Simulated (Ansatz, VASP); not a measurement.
## KZnF3 in VASP and in Ansatz

```xyz
5
Lattice="4.0500 0.0000 0.0000 0.0000 4.0500 0.0304 0.0000 0.0304 4.0500" Properties=species:S:1:pos:R:3 pbc="T T T"
K     0.0000    0.0000    0.0000
Zn    2.0250    2.0402    2.0402
F     2.0250    2.0250    0.0152
F     0.0000    2.0402    2.0402
F     2.0250    0.0152    2.0250
```

Change from the starting cell: strain +0.0150 x Voigt [0, 0, 0, 1, 0, 0], atoms carried along.

Alike in both runs: task single point; functional LDA; k mesh 6 × 6 × 6; occupations gaussian, width 0.05 eV; no spin polarisation.

|  | VASP | Ansatz |
| --- | --- | --- |
| version | VASP 6.6.1 | Ansatz 0.2.0 |
| potentials or method | VASP PAW LDA potentials, release 64 (K_sv, Zn, F), cutoff 520 eV | scalar-relativistic, plane waves, PAW |
| valence electrons in the cell | 42 | 42 |

|  | VASP | Ansatz | Ansatz less VASP |
| --- | --- | --- | --- |
| gap on the k mesh at the Fermi level (eV) | 3.59 | 3.63 | +0.039 |
| least direct gap on the mesh (eV) | 5.37 | 5.39 | +0.024 |
| pressure (GPa) | -4.4 | -4.8 | -0.44 |
| traceless stress, the component that is largest in VASP (GPa) | -0.49 | -0.50 | -0.005 |

LDA's correlation is that of Perdew and Zunger in VASP and of Perdew and Wang (1992) in Ansatz.
